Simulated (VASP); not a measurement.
SiO, 2 atoms in the cell. The structure is tetragonal, space group P4/mmm (No. 123). Conventional cell: a = 2.807 Å, b = 2.807 Å, c = 2.751 Å, α = 90.00°, β = 90.00°, γ = 90.00°. Within 3.2 Å of Si (site symmetry 4/mmm) lie 8 O at 2.41 Å and 6 Si at 2.75 to 2.81 Å. O (site symmetry 4/mmm) has 8 Si at 2.41 Å and 6 O at 2.75 to 2.81 Å within 3.2 Å. 

| Item | Value |
| --- | --- |
| Program | VASP 6.6.1 |
| Task | single point |
| Functional | PBE |
| Potentials or basis | VASP PAW PBE potentials, release 64 (Si, O) |
| Cutoff | 520 eV |
| k mesh | 8 × 8 × 8 |
| Occupations | fermi-dirac, width 0.05 eV |
| Spin | no spin polarisation |
| Dipole correction | no |
| Further INCAR settings | ALGO = Normal; EDIFF = 1e-06; NBANDS = 12 |

Potentials or basis: VASP PAW PBE potentials, release 64 (Si, O).

Launch:

```sh
$ cat potpaw_PBE.64/Si/POTCAR potpaw_PBE.64/O/POTCAR > POTCAR
$ mpirun -np 1 vasp_std > vasp.out
```

Hardware: 1 thread of Intel Xeon 6975P-C, on a shared host.

Problem. How long does it take, and how much memory?

Solution. It took 6.1 s on 1 thread of Intel Xeon 6975P-C, on a shared host, peak memory 0.14 GiB. Counts: scf iterations 12, k points 75.
